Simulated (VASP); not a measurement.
# K: single point with PBE

K:

```xyz
2
Lattice="4.1606 0.0000 0.0000 -2.0803 3.6032 0.0000 0.0000 0.0000 6.8953" Properties=species:S:1:pos:R:3 pbc="T T T"
K     0.0000    2.4021    1.7238
K     2.0803    1.2011    5.1715
```

| Quantity | Value |
| --- | --- |
| Program | VASP 6.6.1 |
| Task | single point |
| Functional | PBE |
| Potentials or basis | VASP PAW PBE potentials, release 64 (K_sv) |
| Cutoff | 520 eV |
| k mesh | 11 × 11 × 6 |
| Occupations | fermi-dirac, width 0.05 eV |
| Spin | no spin polarisation |

```json
{
 "Pressure": "2.5 GPa",
 "Band gap on the k mesh": "zero (band 9 reaches 1.94 eV, above the bottom of band 10 at -0.94 eV)"
}
```

Levels at points of the mesh, in eV from the Fermi level:
```tsv
k point	band 5	band 6	band 7	band 8	band 9	band 10	band 11	band 12	band 13	band 14
(0.00, 0.00, 0.00)	-15.47	-15.45	-15.45	-15.45	-2.73	0.20	0.67	4.31	4.34	4.34
(0.00, 0.00, 0.50)	-15.46	-15.46	-15.46	-15.46	-1.80	-1.80	2.85	2.85	4.38	4.38
```

Run time: 63 s on 1 thread of Intel Xeon 6975P-C (shared host), peak memory 0.27 GiB.
